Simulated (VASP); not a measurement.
A run of VASP 6.6.1 is set up as follows.

The input INCAR:

```
SYSTEM = Lu
ALGO = Normal
EDIFF = 1E-7
EDIFFG = -0.005
ENCUT = 600
GGA = CA
GGA_COMPAT = .False.
IBRION = 2
ISIF = 3
ISMEAR = -1
LASPH = .True.
LCHARG = .False.
LREAL = .False.
LWAVE = .False.
NELM = 120
NELMIN = 4
NSW = 60
PREC = Accurate
PSTRESS = 160.0
SIGMA = 0.05
```

Contents of KPOINTS:

```
k-points
0
Gamma
  11 11 11
  0 0 0
```

Contents of POSCAR:

```
Lu
1.0
    0.0000000000      2.8845251678      2.8845251678
    2.8845251678      0.0000000000      2.8845251678
    2.8845251678      2.8845251678      0.0000000000
Lu
2
Direct
   -0.1250000000     -0.1250000000     -0.1250000000
    0.1250000000      0.1250000000      0.1250000000
```

Potentials or basis: VASP PAW PBE potentials, release 64 (Lu).

The run is started by

```bash
$ cat potpaw_PBE.64/Lu/POTCAR > POTCAR
$ mpirun -np 1 vasp_std > vasp.out
```

Q: Estimate the relaxed volume.

A: 23.63 Å³/atom.

Q: Predict the band gap on the k mesh.

A: Zero (bands 25 and 26 overlap by 1.47 eV).

Final structure:
```
Lu
1.0
     0.00000    2.86944    2.86944
     2.86944    0.00000    2.86944
     2.86944    2.86944    0.00000
Lu
2
Cartesian
  5.0215 5.0215 5.0215
  0.7174 0.7174 0.7174
```

Caveat: the cell is relaxed towards a set pressure, so the run minimises the enthalpy, not the energy; the PAW data sets were made with another functional, which shifts forces and pressure a little; spin-orbit coupling is left out, which moves the levels of the heavy elements.
